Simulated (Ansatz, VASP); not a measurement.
**C: VASP beside Ansatz**

```
CELL_PARAMETERS angstrom
2.49888 0.00000 0.00000
-1.24944 2.16410 0.00000
0.00000 0.00000 4.16071
ATOMIC_POSITIONS crystal
C 0.33333 0.66667 0.06280
C 0.66667 0.33333 0.56280
C 0.33333 0.66667 0.43720
C 0.66667 0.33333 0.93720
```

Alike in both runs: task single point; functional PBEsol; k mesh 13 × 13 × 7; occupations fermi-dirac, width 0.05 eV; no spin polarisation.

|  | VASP | Ansatz |
| --- | --- | --- |
| version | VASP 6.6.1 | Ansatz 0.2.0 |
| potentials or method | VASP PAW PBE potentials, release 64 (C_h), cutoff 1300 eV | plane waves (420 eV) with PAW, scalar-relativistic |
| valence electrons in the cell | 16 | 16 |

|  | VASP | Ansatz | Ansatz less VASP |
| --- | --- | --- | --- |
| gap on the k mesh at the Fermi level (eV) | 3.18 | 3.19 | +0.007 |
| pressure (GPa) | 0.1 | 0.0 | -0.12 |
| traceless stress, the component that is largest in VASP (GPa) | 0.01 | 0.05 | +0.040 |

VASP's potentials were made for PBE, not for PBEsol, and Ansatz warns of the same on its side.
